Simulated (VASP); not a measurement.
# Ag (Pnnm) in VASP: further runs

Ag is run at these levels: PBEsol; tasks: single point.

Program: VASP 6.6.1. These are calculated values, not measurements. Logs are shortened: lines on timing, memory, paths and dates and some standing lists are left out, and cuts for length are marked.

## (1) The cell of the first run

The structure is orthorhombic, space group Pnnm (No. 58). Conventional cell: a = 4.691 Å, b = 4.966 Å, c = 2.867 Å, α = 90.00°, β = 90.00°, γ = 90.00°. Ag (site symmetry m) has 12 Ag at 2.52 to 3.25 Å within 3.3 Å.

## (2) Single point, PBEsol (atoms displaced along a vibrational mode)

INCAR reads:

```
PREC = Accurate ; ENCUT = 500
EDIFF = 1E-6 ; ISMEAR = 0
SIGMA = 0.15 ; LREAL = False
LASPH = True ; NELM = 120
ALGO = Normal ; ISIF = 2
LWAVE = False ; LCHARG = False
GGA = PS ; NBANDS = 30
GGA_COMPAT = False
```

KPOINTS reads:

```
Automatic mesh
0
Gamma
  20 14 12
```

POSCAR reads:

```
Ag
1.0
   -2.8670626684      0.0000000000      0.0000000000
    0.0000000000      0.0000000000     -4.6907149289
    0.0000000000     -4.9658982101      0.0000000000
Ag
4
Direct
    0.5000000000      0.7979671017      0.1666666667
    0.0000000000      0.7020328983      0.6666666667
    0.0000000000      0.2979671017      0.3333333333
    0.5000000000      0.2020328983      0.8333333333
```

Potentials or basis: VASP PAW PBE potentials, release 64 (Ag).

Run with:

```bash
cat potpaw_PBE.64/Ag/POTCAR > POTCAR
mpirun -np 1 vasp_std > vasp.out
```

OUTCAR:

```text
PREC = Accurate
   ENCUT = 500
   EDIFF = 1E-6
   ISMEAR = 0
   LREAL = False
   LASPH = True
   NELM = 120
   ISIF = 2
   GGA = PS

 ion  position               nearest neighbor table
   1  0.500  0.798  0.167-   4 2.52   3 2.87   3 2.87   3 2.87   3 2.87   2 2.90   2 2.90   2 2.90
                             2 2.90   4 3.25
   2  0.000  0.702  0.667-   3 2.52   4 2.87   4 2.87   4 2.87   4 2.87   1 2.90   1 2.90   1 2.90
                             1 2.90   3 3.25
   3  0.000  0.298  0.333-   2 2.52   1 2.87   1 2.87   1 2.87   1 2.87   4 2.90   4 2.90   4 2.90
                             4 2.90   2 3.25
   4  0.500  0.202  0.833-   1 2.52   2 2.87   2 2.87   2 2.87   2 2.87   3 2.90   3 2.90   3 2.90
                             3 2.90   1 3.25

  LATTYP: Found a simple orthorhombic cell.
 ALAT       =     2.8670626684
 B/A-ratio  =     1.6360698985
 C/A-ratio  =     1.7320508076

  Lattice vectors:

 A1 = (  -2.8670626684,   0.0000000000,   0.0000000000)
 A2 = (   0.0000000000,   0.0000000000,  -4.6907149289)
 A3 = (   0.0000000000,  -4.9658982101,   0.0000000000)

Analysis of symmetry for initial positions (statically):
=====================================================================
 Subroutine PRICEL returns:
 Original cell was already a primitive cell.

 Routine SETGRP: Setting up the symmetry group for a
 simple orthorhombic supercell.

 Subroutine GETGRP returns: Found  8 space group operations
 (whereof  4 operations were pure point group operations)
 out of a pool of  8 trial point group operations.

The static configuration has the point symmetry C_2h.
 The point group associated with its full space group is D_2h.

Analysis of symmetry for dynamics (positions and initial velocities):
=====================================================================
 Subroutine PRICEL returns:
 Original cell was already a primitive cell.

 Routine SETGRP: Setting up the symmetry group for a
 simple orthorhombic supercell.

 Subroutine GETGRP returns: Found  8 space group operations
 (whereof  4 operations were pure point group operations)
 out of a pool of  8 trial point group operations.

The dynamic configuration has the point symmetry C_2h.
 The point group associated with its full space group is D_2h.

 Subroutine INISYM returns: Found  8 space group operations
 (whereof  4 operations are pure point group operations),
 and found     1 'primitive' translations

----------------------------------------------------------------------------------------

                                     Primitive cell

  volume of cell :      66.7842

  direct lattice vectors                    reciprocal lattice vectors
    -2.867062668  0.000000000  0.000000000    -0.348789028  0.000000000  0.000000000
     0.000000000  0.000000000 -4.690714929     0.000000000  0.000000000 -0.213187119
     0.000000000 -4.965898210  0.000000000     0.000000000 -0.201373439  0.000000000

  length of vectors
     2.867062668  4.690714929  4.965898210     0.348789028  0.213187119  0.201373439

  position of ions in fractional coordinates (direct lattice)
     0.500000000  0.797967102  0.166666667
     0.000000000  0.702032898  0.666666667
     0.000000000  0.297967102  0.333333333
     0.500000000  0.202032898  0.833333333

  ion indices of the primitive-cell ions
   primitive index   ion index
                 1           1
                 2           2
                 3           3
                 4           4

----------------------------------------------------------------------------------------

 KPOINTS: Automatic mesh

Automatic generation of k-mesh.
 Grid dimensions read from file:
 generate k-points for:   20   14   12

 Generating k-lattice:

  Cartesian coordinates                     Fractional coordinates (reciprocal lattice)
    -0.017439451  0.000000000  0.000000000     0.050000000  0.000000000  0.000000000
     0.000000000  0.000000000 -0.015227651     0.000000000  0.071428571  0.000000000
     0.000000000 -0.016781120  0.000000000     0.000000000  0.000000000  0.083333333

  Length of vectors
     0.017439451  0.015227651  0.016781120

  Shift w.r.t. Gamma in fractional coordinates (k-lattice)
     0.000000000  0.000000000  0.000000000

 Subroutine IBZKPT returns following result:
 ===========================================

 Found    616 irreducible k-points:

 Following reciprocal coordinates:
            Coordinates               Weight
  0.000000  0.000000  0.000000      1.000000
  0.050000  0.000000  0.000000      2.000000
  0.100000  0.000000  0.000000      2.000000
  0.150000  0.000000  0.000000      2.000000
  0.200000  0.000000  0.000000      2.000000
  0.250000  0.000000  0.000000      2.000000
[... 16 lines left out ...]
  0.000000  0.142857  0.000000      2.000000
  0.050000  0.142857  0.000000      4.000000
 [... further k-points ...]
   k-points           NKPTS =    616   k-points in BZ     NKDIM =    616   number of bands    NBANDS=     30
   number of dos      NEDOS =    301   number of ions     NIONS =      4
   total plane-waves  NPLWV =  31104
   dimension x,y,z NGX =    24 NGY =   36 NGZ =   36
   dimension x,y,z NGXF=    48 NGYF=   72 NGZF=   72
   ions per type =               4
   NGX,Y,Z   is equivalent  to a cutoff of  13.92, 12.76, 12.05 a.u.
   NGXF,Y,Z  is equivalent  to a cutoff of  27.83, 25.52, 24.10 a.u.
 SYSTEM =  unknown system
   PREC   = accura    normal or accurate (medium, high low for compatibility)
   ISTART =      0    job   : 0-new  1-cont  2-samecut
   ICHARG =      2    charge: 1-file 2-atom 10-const
   ISPIN  =      1    spin polarized calculation?
   LNONCOLLINEAR =      F non collinear calculations
   LSORBIT =      F    spin-orbit coupling
   LASPH  =      T    aspherical Exc in radial PAW
   ENCUT  =  500.0 eV  36.75 Ry    6.06 a.u.   5.23  8.55  9.05*2*pi/ulx,y,z
   NELM   =    120;   NELMIN=  2; NELMDL= -5     # of ELM steps
   EDIFF  = 0.1E-05   stopping-criterion for ELM
   LREAL  =      F    real-space projection
   EDIFFG = 0.1E-04   stopping-criterion for IOM
   NSW    =      0    number of steps for IOM
   IBRION =     -1    ionic relax: 0-MD 1-quasi-New 2-CG
   NFREE  =      0    steps in history (QN), initial steepest desc. (CG)
   ISIF   =      2    stress and relaxation
   ISYM   =      2    0-nonsym 1-usesym 2-fastsym
   POTIM  = 0.5000    time-step for ionic-motion
   TEBEG  =    0.0;   TEEND  =   0.0 temperature during run
   PSTRESS=    0.0 pullay stress
   NELECT =      44.0000    total number of electrons
   NUPDOWN=      -1.0000    fix difference up-down
   EMIN   =  10.00;   EMAX   =-10.00  energy-range for DOS
   EFERMI =   0.00;   METHOD = LEGACY
   ISMEAR =     0;   SIGMA  =   0.15  broadening in eV -4-tet -1-fermi 0-gaus
   EFERMI_NEDOS =   21; number of points for ismear=-14 and -15
   IALGO  =     38    algorithm
   IMIX   =      4    mixing-type and parameters
     AMIX     =   0.40;   BMIX     =  1.00
     AMIX_MAG =   1.60;   BMIX_MAG =  1.00
  volume/ion in A,a.u.               =      16.70       112.67
  Fermi-wavevector in a.u.,A,eV,Ry     =   1.424517  2.691947 27.609614  2.029249
  Thomas-Fermi vector in A             =   2.545000
   LORBIT       =      0    0 simple, 1 ext, 2 COOP (PROOUT), +10 PAW based schemes
   GGA     = PS    functional components
   LHFCALC =     F    Hartree Fock is set to
   AEXX    =    0.0000 exact exchange contribution
   IVDW    =     0    specifies the selected vdW correction
   LEPSILON=     F    determine dielectric tensor
   LRPA    =     F    only Hartree local field effects (RPA)
 non-spin polarized calculation
 Gauss-broadening in eV      SIGMA  =   0.15
  energy-cutoff  :      500.00
  volume of cell :       66.78
 maximum number of plane-waves:      1720
 NGX is ok and might be reduce to    24
   NGX = 11   NGY = 17   NGZ = 19

 number of electron      43.9999998 magnetization

 Free energy of the ion-electron system (eV)
  ---------------------------------------------------
  ext. energy  EPLUGINS =         0.00000000
  ---------------------------------------------------
  free energy    TOTEN  =       -12.80697851 eV

  energy without entropy =      -12.79417686  energy(sigma->0) =      -12.80057769

 E-fermi :   8.5418     XC(G=0): -12.5170

 val. band max:        8.5363130353   @ k =   0.1500   0.3571   0.1667
 cond. band min:       8.5455855469   @ k =   0.5000   0.2857   0.3333
 fundamental gap:      0.0092725116
 Fermi energy:         8.5418380886

 k-point     1 :       0.0000    0.0000    0.0000
  band No.  band energies     occupation
      1       0.5119      2.00000
      2       2.0195      2.00000
      3       2.0526      2.00000
      4       2.3574      2.00000
      5       2.3941      2.00000
      6       3.4679      2.00000
[... 22 lines left out ...]
     29      18.8100      0.00000
     30      19.2605      0.00000

 k-point     2 :       0.0500    0.0000    0.0000
  band No.  band energies     occupation
      1       0.5638      2.00000
      2       2.0551      2.00000
      3       2.0804      2.00000
      4       2.3869      2.00000
      5       2.3956      2.00000
      6       3.4455      2.00000
[... 22 lines left out ...]
     29      18.8335      0.00000
     30      18.8851      0.00000

 k-point     3 :       0.1000    0.0000    0.0000
  band No.  band energies     occupation
      1       0.7166      2.00000
      2       2.1581      2.00000
      3       2.1592      2.00000
      4       2.3979      2.00000
      5       2.4690      2.00000
      6       3.4003      2.00000
[... 22 lines left out ...]
     29      18.3075      0.00000
     30      18.8998      0.00000

 k-point     4 :       0.1500    0.0000    0.0000
  band No.  band energies     occupation
      1       0.9607      2.00000
      2       2.2749      2.00000
      3       2.3168      2.00000
      4       2.3949      2.00000
      5       2.5840      2.00000
      6       3.3613      2.00000
[... 616 lines left out ...]
     29      16.2292      0.00000
     30      16.2292      0.00000

 k-point    23 :       0.0000    0.1429    0.0000
  band No.  band energies     occupation
      1       0.6714      2.00000
      2       2.0419      2.00000
      3       2.1083      2.00000
      4       2.1162      2.00000
      5       2.7116      2.00000
      6       3.4525      2.00000
[... 22 lines left out ...]
     29      19.5491      0.00000
     30      19.6856      0.00000

 k-point    24 :       0.0500    0.1429    0.0000
  band No.  band energies     occupation
      1       0.7222      2.00000
      2       2.0772      2.00000
      3       2.1299      2.00000
      4       2.1454      2.00000
      5       2.7261      2.00000
      6       3.4609      2.00000
[... 22 lines left out ...]
     29      19.5223      0.00000
     30      19.7198      0.00000

 [... further k-points ...]

------------------------ aborting loop because EDIFF is reached ----------------------------------------

  FORCE on cell =-STRESS in cart. coord.  units (eV):
  Direction    XX          YY          ZZ          XY          YZ          ZX
  --------------------------------------------------------------------------------------
  -------------------------------------------------------------------------------------
  Total       -0.2972761      1.8513894      3.1868175      0.0000000      0.0000000      0.0000000
  in kB       -7.1317562     44.4154767     76.4528599      0.0000000      0.0000000      0.0000000
  external PRESSURE =      37.9121935 kB  Pullay stress =       0.0000000 kB

 VOLUME and BASIS-vectors are now :
 -----------------------------------------------------------------------------
  energy-cutoff  :      500.00
  volume of cell :       66.78
      direct lattice vectors                 reciprocal lattice vectors
    -2.867062668  0.000000000  0.000000000    -0.348789028  0.000000000  0.000000000
     0.000000000  0.000000000 -4.690714929     0.000000000  0.000000000 -0.213187119
     0.000000000 -4.965898210  0.000000000     0.000000000 -0.201373439  0.000000000

 POSITION                                       TOTAL-FORCE (eV/Angst)
 -----------------------------------------------------------------------------------
     -1.43353     -0.82765     -3.74304        -0.000000     -0.799164      1.106739
      0.00000     -3.31060     -3.29304         0.000000     -0.799164     -1.106739
      0.00000     -1.65530     -1.39768         0.000000      0.799164      1.106739
     -1.43353     -4.13825     -0.94768         0.000000      0.799164     -1.106739
 -----------------------------------------------------------------------------------
    total drift:                               -0.000000     -0.000000     -0.000000

  FREE ENERGIE OF THE ION-ELECTRON SYSTEM (eV)
  ---------------------------------------------------
  free  energy   TOTEN  =       -12.8069785120 eV

  energy  without entropy=      -12.7941768622  energy(sigma->0) =      -12.80057769
```

Run time: 12 min. Hardware: 1 thread of AMD EPYC 9R14 (Zen 4), shared host; peak memory 0.8 GiB.

What came out:

```yaml
Free_energy: -12.8070 eV
Pressure: 3.8 GPa
Largest_force: 1.365 eV/Å
Band_gap_on_the_k_mesh: zero (bands 22 and 23 overlap by 4.79 eV)
```

Forces on the atoms (eV/Å):
```
Ag   0.000 -0.799  1.107
Ag   0.000 -0.799 -1.107
Ag   0.000  0.799  1.107
Ag   0.000  0.799 -1.107
```

Caveat: the cell differs from its parent crystal (atoms displaced along a vibrational mode); the cell stands under pressure; the PAW data sets were made with another functional, which shifts forces and pressure a little.

## (3) Single point, PBEsol (atoms displaced along a vibrational mode)

INCAR reads:

```
SYSTEM = Ag
ALGO = Normal
EDIFF = 1E-6
ENCUT = 500
GGA = PS
GGA_COMPAT = .False.
ISIF = 2
ISMEAR = 0
LASPH = .True.
LCHARG = .False.
LREAL = .False.
LWAVE = .False.
NBANDS = 30
NELM = 120
PREC = Accurate
SIGMA = 0.15
```

KPOINTS reads:

```
k-points
0
Gamma
  20 14 12
  0 0 0
```

POSCAR reads:

```
Ag
1.0
   -2.8670626684      0.0000000000      0.0000000000
    0.0000000000      0.0000000000     -4.6907149289
    0.0000000000     -4.9658982101      0.0000000000
Ag
4
Direct
    0.5000000000      0.7659890339      0.1666666667
    0.0000000000      0.7340109661      0.6666666667
    0.0000000000      0.2659890339      0.3333333333
    0.5000000000      0.2340109661      0.8333333333
```

Potentials or basis: VASP PAW PBE potentials, release 64 (Ag).

Run with:

```bash
cat potpaw_PBE.64/Ag/POTCAR > POTCAR
mpirun -np 1 vasp_std > vasp.out
```

It took 5.5 min on 1 thread of AMD EPYC 9R45 (Zen 5), shared host; peak memory 0.81 GiB.

It converged, with:

```
Free energy            : -13.1833 eV
Pressure               : 0.2 GPa
Largest force          : 0.270 eV/Å
Band gap on the k mesh : zero (bands 22 and 23 overlap by 5.00 eV)
```

Forces on the atoms (eV/Å):
```
Ag   0.000 -0.074  0.259
Ag   0.000 -0.074 -0.259
Ag   0.000  0.074  0.259
Ag   0.000  0.074 -0.259
```

Stress tensor (GPa, compression positive):
```
-0.35  0.00  0.00
 0.00 -0.08  0.00
 0.00  0.00  0.93
```

Levels at points of the mesh, in eV from the Fermi level:
```tsv
k point	band 20	band 21	band 22	band 23	band 24	band 25
(0.00, 0.00, 0.00)	-2.87	-2.79	-0.61	0.19	1.58	3.59
(0.50, 0.00, 0.00)	-2.86	-0.55	-0.55	5.50	5.50	6.12
(0.00, 0.50, 0.00)	-3.11	-2.86	-2.86	0.70	0.70	4.69
(0.50, 0.50, 0.00)	-2.86	0.81	0.81	1.14	1.14	7.76
(0.00, 0.00, 0.50)	-3.72	-2.94	-2.94	2.79	2.79	4.27
(0.50, 0.00, 0.50)	-2.80	0.08	0.08	1.59	1.59	6.97
(0.00, 0.50, 0.50)	-3.29	-2.41	-2.41	-2.19	-2.19	10.82
(0.50, 0.50, 0.50)	-2.81	0.60	0.60	0.80	0.80	4.60
```

Caveat: the cell differs from its parent crystal (atoms displaced along a vibrational mode); the PAW data sets were made with another functional, which shifts forces and pressure a little.
